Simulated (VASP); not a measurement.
# BN (P2_1) in VASP: single point with HSE06

Aim: the single point of BN with HSE06.

All numbers are computed with VASP 6.6.1; they aren't measurements. Logs are shortened: lines on timing, memory, paths and dates and some standing lists are left out, and cuts for length are marked.

**1. The cell of the first run**

The structure is monoclinic, space group P2_1 (No. 4). Conventional cell: a = 2.493 Å, b = 4.208 Å, c = 2.545 Å, α = 90.00°, β = 118.00°, γ = 90.00°. Within 2.1 Å of B (site symmetry 1) lie 4 N at 1.54 to 1.58 Å. N (site symmetry 1) has 4 B at 1.54 to 1.58 Å within 2.1 Å.

**2. Single point, HSE06 (shear xy strain +4.6%)**

Contents of POSCAR:

```
BN
1.0
    2.5439500013      0.0587652450      0.0000000000
   -1.2210828056      2.1737427046      0.0000000000
    0.0000000000      0.0000000000      4.2078153363
B N
2 2
Direct
    0.3343967102      0.6669334366      0.0002769228
    0.6656032898      0.3330665634      0.5002769228
    0.3301790014      0.6671395730      0.3747230772
    0.6698209986      0.3328604270      0.8747230772
```

Contents of INCAR.step1:

```
PREC = Accurate
ENCUT = 520
EDIFF = 1E-5
ISMEAR = 0
SIGMA = 0.01
LREAL = F
LASPH = T
NELM = 100
ALGO = Normal
ISIF = 2
LWAVE = T
NBANDS = 16
GGA = PE
KPAR = 4
```

Contents of INCAR.step2:

```
PREC = Accurate
ENCUT = 520
EDIFF = 1E-7
ISMEAR = 0
SIGMA = 0.01
LREAL = F
LASPH = T
NELM = 100
ALGO = Normal
ISIF = 2
LWAVE = F
LCHARG = T
GGA = PE
LHFCALC = T
HFSCREEN = 0.2079
PRECFOCK = Normal
LVHAR = T
NBANDS = 16
ISTART = 1
KPAR = 4
```

Contents of KPOINTS:

```
Automatic mesh
0
Gamma
  9 9 4
```

Potentials or basis: VASP PAW PBE potentials, release 64 (B, N).

Started as:

```console
> cat potpaw_PBE.64/B/POTCAR potpaw_PBE.64/N/POTCAR > POTCAR
> cp INCAR.step1 INCAR
> mpirun -np 4 vasp_std > vasp.out
> cp INCAR.step2 INCAR
> mpirun -np 4 vasp_std > vasp.out
```

OUTCAR:

```text
PREC = Accurate
   ENCUT = 520
   EDIFF = 1E-7
   ISMEAR = 0
   LREAL = F
   LASPH = T
   NELM = 100
   ISIF = 2
   GGA = PE
   LHFCALC = T
   HFSCREEN = 0.2079
   PRECFOCK = Normal
   ISTART = 1

 ion  position               nearest neighbor table
   1  0.334  0.667  0.000-   4 1.54   4 1.56   3 1.58   4 1.58
   2  0.666  0.333  0.500-   3 1.54   3 1.56   4 1.58   3 1.58
   3  0.330  0.667  0.375-   2 1.54   2 1.56   1 1.58   2 1.58
   4  0.670  0.333  0.875-   1 1.54   1 1.56   2 1.58   1 1.58

  Warning from LATTYP: Monoclinic adjustment (A1->A3, A2->A1, A3->A2)!
  LATTYP: Found a simple monoclinic cell.
 ALAT       =     2.4932309488
 B/A-ratio  =     1.6876957742
 C/A-ratio  =     1.0206148976
 COS(beta)  =    -0.4694940438

  Lattice vectors:

 A1 = (  -1.2210828056,   2.1737427046,   0.0000000000)
 A2 = (   0.0000000000,   0.0000000000,   4.2078153363)
 A3 = (   2.5439500013,   0.0587652450,   0.0000000000)

Analysis of symmetry for initial positions (statically):
=====================================================================
 Subroutine PRICEL returns:
 Original cell was already a primitive cell.

 Routine SETGRP: Setting up the symmetry group for a
 simple monoclinic supercell.

 Subroutine GETGRP returns: Found  2 space group operations
 (whereof  1 operations were pure point group operations)
 out of a pool of  4 trial point group operations.

The static configuration has the point symmetry C_1 .
 The point group associated with its full space group is C_2 .

Analysis of symmetry for dynamics (positions and initial velocities):
=====================================================================
 Subroutine PRICEL returns:
 Original cell was already a primitive cell.

 Routine SETGRP: Setting up the symmetry group for a
 simple monoclinic supercell.

 Subroutine GETGRP returns: Found  2 space group operations
 (whereof  1 operations were pure point group operations)
 out of a pool of  4 trial point group operations.

The dynamic configuration has the point symmetry C_1 .
 The point group associated with its full space group is C_2 .

 Subroutine INISYM returns: Found  2 space group operations
 (whereof  1 operations are pure point group operations),
 and found     1 'primitive' translations

----------------------------------------------------------------------------------------

                                     Primitive cell

  volume of cell :      23.5707

  direct lattice vectors                    reciprocal lattice vectors
     2.543950001  0.058765245  0.000000000     0.388054004  0.217986273  0.000000000
    -1.221082806  2.173742705  0.000000000    -0.010490703  0.454142977  0.000000000
     0.000000000  0.000000000  4.207815336     0.000000000  0.000000000  0.237653015

  length of vectors
     2.544628649  2.493230949  4.207815336     0.445088671  0.454264129  0.237653015

  position of ions in fractional coordinates (direct lattice)
     0.334396710  0.666933437  0.000276923
     0.665603290  0.333066563  0.500276923
     0.330179001  0.667139573  0.374723077
     0.669820999  0.332860427  0.874723077

  ion indices of the primitive-cell ions
   primitive index   ion index
                 1           1
                 2           2
                 3           3
                 4           4

----------------------------------------------------------------------------------------

 KPOINTS: Automatic mesh

Automatic generation of k-mesh.
 Grid dimensions read from file:
 generate k-points for:    9    9    4

 Generating k-lattice:

  Cartesian coordinates                     Fractional coordinates (reciprocal lattice)
     0.043117112  0.024220697  0.000000000     0.111111111 -0.000000000  0.000000000
    -0.001165634  0.050460331  0.000000000     0.000000000  0.111111111  0.000000000
     0.000000000  0.000000000  0.059413254     0.000000000  0.000000000  0.250000000

  Length of vectors
     0.049454297  0.050473792  0.059413254

  Shift w.r.t. Gamma in fractional coordinates (k-lattice)
     0.000000000  0.000000000  0.000000000

 Subroutine IBZKPT returns following result:
 ===========================================

 Found    123 irreducible k-points:

 Following reciprocal coordinates:
            Coordinates               Weight
  0.000000  0.000000  0.000000      1.000000
  0.111111  0.000000  0.000000      2.000000
  0.222222 -0.000000  0.000000      2.000000
  0.333333  0.000000  0.000000      2.000000
  0.444444 -0.000000  0.000000      2.000000
  0.000000  0.111111  0.000000      2.000000
[... 16 lines left out ...]
 -0.111111  0.222222  0.000000      2.000000
  0.000000  0.333333  0.000000      2.000000
 [... further k-points ...]
   k-points           NKPTS =    123   k-points in BZ     NKDIM =    324   number of bands    NBANDS=     16
   number of dos      NEDOS =    301   number of ions     NIONS =      4
   total plane-waves  NPLWV =  12800
   dimension x,y,z NGX =    20 NGY =   20 NGZ =   32
   dimension x,y,z NGXF=    40 NGYF=   40 NGZF=   64
   ions per type =               2   2
   NGX,Y,Z   is equivalent  to a cutoff of  13.07, 13.34, 12.64 a.u.
   NGXF,Y,Z  is equivalent  to a cutoff of  26.13, 26.67, 25.29 a.u.
 SYSTEM =  unknown system
   PREC   = accura    normal or accurate (medium, high low for compatibility)
   ISTART =      1    job   : 0-new  1-cont  2-samecut
   ICHARG =      0    charge: 1-file 2-atom 10-const
   ISPIN  =      1    spin polarized calculation?
   LNONCOLLINEAR =      F non collinear calculations
   LSORBIT =      F    spin-orbit coupling
   LASPH  =      T    aspherical Exc in radial PAW
   ENCUT  =  520.0 eV  38.22 Ry    6.18 a.u.   4.73  4.64  7.82*2*pi/ulx,y,z
   NELM   =    100;   NELMIN=  2; NELMDL=  0     # of ELM steps
   EDIFF  = 0.1E-06   stopping-criterion for ELM
   LREAL  =      F    real-space projection
   EDIFFG = 0.1E-05   stopping-criterion for IOM
   NSW    =      0    number of steps for IOM
   IBRION =     -1    ionic relax: 0-MD 1-quasi-New 2-CG
   NFREE  =      0    steps in history (QN), initial steepest desc. (CG)
   ISIF   =      2    stress and relaxation
   ISYM   =      3    0-nonsym 1-usesym 2-fastsym
   POTIM  = 0.5000    time-step for ionic-motion
   TEBEG  =    0.0;   TEEND  =   0.0 temperature during run
   PSTRESS=    0.0 pullay stress
   NELECT =      16.0000    total number of electrons
   NUPDOWN=      -1.0000    fix difference up-down
   EMIN   =  10.00;   EMAX   =-10.00  energy-range for DOS
   EFERMI =   0.00;   METHOD = LEGACY
   ISMEAR =     0;   SIGMA  =   0.01  broadening in eV -4-tet -1-fermi 0-gaus
   EFERMI_NEDOS =   21; number of points for ismear=-14 and -15
   IALGO  =     38    algorithm
   IMIX   =      1    mixing-type and parameters
     AMIX     =   0.40;   BMIX     =  1.00
     AMIX_MAG =   1.60;   BMIX_MAG =  1.00
  volume/ion in A,a.u.               =       5.89        39.77
  Fermi-wavevector in a.u.,A,eV,Ry     =   1.438767  2.718876 28.164765  2.070052
  Thomas-Fermi vector in A             =   2.557698
   LORBIT       =      0    0 simple, 1 ext, 2 COOP (PROOUT), +10 PAW based schemes
   GGA     = PE    functional components
   LHFCALC =     T    Hartree Fock is set to
   PRECFOCK=normal    Normal, Fast or Accurate (Low or Medium for compatibility)
   ENCUT4O =  -1.0   cutoff for four orbital integrals eV
   NKREDX  =     1    reduce k-point grid by
   NKREDY  =     1    reduce k-point grid by
   NKREDZ  =     1    reduce k-point grid by
   AEXX    =    0.2500 exact exchange contribution
   HFSCREEN=    0.2079 screening length (either q_TF or 0.3 A-1)
   HFSCREENC=   0.2079 screening length for correlation (either q_TF or 0.3 A-1)
   ENCUTFOCK=  -1.0 apply spherical cutoff to Coloumb kernel
   IVDW    =     0    specifies the selected vdW correction
   LEPSILON=     F    determine dielectric tensor
   LRPA    =     F    only Hartree local field effects (RPA)
 non-spin polarized calculation
 Gauss-broadening in eV      SIGMA  =   0.01
  energy-cutoff  :      520.00
  volume of cell :       23.57
 maximum number of plane-waves:       648
  NGX = 16; NGY = 14; NGZ = 24

 number of electron      15.9999997 magnetization

 Free energy of the ion-electron system (eV)
  ---------------------------------------------------
  ext. energy  EPLUGINS =         0.00000000
  ---------------------------------------------------
  free energy    TOTEN  =       -40.51508424 eV

  energy without entropy =      -40.51508424  energy(sigma->0) =      -40.51508424

 E-fermi :   7.0720     XC(G=0): -10.4892

 val. band max:        6.9104261070   @ k =   0.0000   0.0000   0.0000
 cond. band min:      13.2488425186   @ k =   0.3333   0.3333   0.0000
 fundamental gap:      6.3384164117
 Fermi energy:         7.0719991145

 k-point     1 :       0.0000    0.0000    0.0000
  band No.  band energies     occupation
      1     -15.5807      2.00000
      2     -11.1212      2.00000
      3      -5.1537      2.00000
      4       4.2288      2.00000
      5       4.6466      2.00000
      6       6.4706      2.00000
[... 8 lines left out ...]
     15      21.1614      0.00000
     16      25.3009      0.00000

 k-point     2 :       0.1111    0.0000    0.0000
  band No.  band energies     occupation
      1     -15.3037      2.00000
      2     -10.9135      2.00000
      3      -4.8737      2.00000
      4       2.9232      2.00000
      5       4.1744      2.00000
      6       5.5323      2.00000
[... 8 lines left out ...]
     15      21.7918      0.00000
     16      24.6859      0.00000

 k-point     3 :       0.2222   -0.0000    0.0000
  band No.  band energies     occupation
      1     -14.4907      2.00000
      2     -10.3524      2.00000
      3      -4.0552      2.00000
      4       0.1794      2.00000
      5       3.1411      2.00000
      6       3.2273      2.00000
[... 8 lines left out ...]
     15      23.4767      0.00000
     16      23.6579      0.00000
[... 362 lines left out ...]
 k-point    23 :      -0.1111    0.2222    0.0000
  band No.  band energies     occupation
      1     -14.6808      2.00000
      2     -10.4467      2.00000
      3      -4.2515      2.00000
      4       1.5178      2.00000
      5       2.6177      2.00000
      6       4.3508      2.00000
[... 8 lines left out ...]
     15      23.6869      0.00000
     16      24.2601      0.00000

 k-point    24 :       0.0000    0.3333    0.0000
  band No.  band energies     occupation
      1     -13.0968      2.00000
      2      -9.5953      2.00000
      3      -2.6869      2.00000
      4      -2.2159      2.00000
      5       0.6872      2.00000
      6       1.9342      2.00000
[... 8 lines left out ...]
     15      24.8785      0.00000
     16      25.2967      0.00000

 [... further k-points ...]

------------------------ aborting loop because EDIFF is reached ----------------------------------------

  FORCE on cell =-STRESS in cart. coord.  units (eV):
  Direction    XX          YY          ZZ          XY          YZ          ZX
  --------------------------------------------------------------------------------------
  -------------------------------------------------------------------------------------
  Total       -0.4916998     -0.3450484     -0.6544406     -2.8744143      0.0000000      0.0000000
  in kB      -33.4224292    -23.4540539    -44.4844472   -195.3832374      0.0000000      0.0000000
  external PRESSURE =     -33.7869768 kB  Pullay stress =       0.0000000 kB

 VOLUME and BASIS-vectors are now :
 -----------------------------------------------------------------------------
  energy-cutoff  :      520.00
  volume of cell :       23.57
      direct lattice vectors                 reciprocal lattice vectors
     2.543950001  0.058765245  0.000000000     0.388054004  0.217986273  0.000000000
    -1.221082806  2.173742705  0.000000000    -0.010490703  0.454142977  0.000000000
     0.000000000  0.000000000  4.207815336     0.000000000  0.000000000  0.237653015

 POSITION                                       TOTAL-FORCE (eV/Angst)
 -----------------------------------------------------------------------------------
      0.03631      1.46939      0.00117        -0.026869     -0.001357     -0.008361
      1.28656      0.76312      2.10507         0.026869      0.001357     -0.008361
      0.02533      1.46959      1.57677        -0.022801     -0.001185      0.008361
      1.29754      0.76292      3.68067         0.022801      0.001185      0.008361
 -----------------------------------------------------------------------------------
    total drift:                                0.000000      0.000000     -0.000011

  FREE ENERGIE OF THE ION-ELECTRON SYSTEM (eV)
  ---------------------------------------------------
  free  energy   TOTEN  =       -40.5150842392 eV

  energy  without entropy=      -40.5150842392  energy(sigma->0) =      -40.51508424
```

Run time: 29 min. Hardware: 4 MPI ranks of Intel Xeon Platinum 8488C (Sapphire Rapids), shared host; peak memory 0.27 GiB.

What came out:

| Item | Value |
| --- | --- |
| Free energy | -40.5151 eV |
| Pressure | -3.4 GPa |
| Largest force | 0.028 eV/Å |
| Band gap on the k mesh | 6.34 eV (least direct gap 9.29 eV) |

Forces on the atoms (eV/Å):
```
B   -0.027 -0.001 -0.008
B    0.027  0.001 -0.008
N   -0.023 -0.001  0.008
N    0.023  0.001  0.008
```

Stress tensor (GPa, compression positive):
```
 -3.34 -19.54   0.00
-19.54  -2.35   0.00
  0.00   0.00  -4.45
```

Caveat: the cell differs from its parent crystal (shear xy strain +4.6%); the cell stands under tension; the structure was generated, so it needn't be the stable form of BN; the PAW data sets were made with another functional, which shifts forces and pressure a little.
